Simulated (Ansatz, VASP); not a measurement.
One calculation of HfSn3S8, two programs

```
Hf Sn S
1.0
     7.36049    0.00000    0.00000
    -3.68025    6.37437    0.00000
     0.00000    0.00000    6.23890
Hf Sn S
1 3 8
Direct
  0.00000 0.00000 0.00000
  0.50000 0.50000 0.00000
  0.50000 0.00000 0.00000
  0.00000 0.50000 0.00000
  0.66667 0.83333 0.23465
  0.66667 0.33333 0.23465
  0.16667 0.83333 0.23465
  0.16667 0.33333 0.23465
  0.83333 0.66667 0.76535
  0.83333 0.16667 0.76535
  0.33333 0.66667 0.76535
  0.33333 0.16667 0.76535
```

Alike in both runs: task single point; functional PBE; k mesh 3 × 3 × 4; occupations gaussian, width 0.1 eV; no spin polarisation.

```csv
,VASP,Ansatz
version,VASP 6.6.1,Ansatz 0.2.0
potentials or method,"VASP PAW PBE potentials, release 64 (Hf_pv, Sn_d, S), cutoff 520 eV","scalar-relativistic, plane waves, PAW"
valence electrons in the cell,100,116
```

|  | VASP | Ansatz | Ansatz less VASP |
| --- | --- | --- | --- |
| gap on the k mesh at the Fermi level (eV) | 0.86 | 0.85 | -0.017 |
| least direct gap on the mesh (eV) | 0.91 | 0.90 | -0.016 |
| pressure (GPa) | 1.2 | 1.4 | +0.24 |
| traceless stress, the component that is largest in VASP (GPa) | 0.11 | 0.05 | -0.057 |
| rms of the force components (eV/Å) | 0.091 | 0.087 | -0.0041 |

Atom by atom the forces differ by 0.017 eV/Å (rms over components). The functional is the same, so the differences come from potentials, cutoffs and numerics. VASP's potentials hold 100 valence electrons a cell and Ansatz's 116, so a difference there can come from the potentials and not from the codes.

Neither program's run includes spin-orbit coupling.
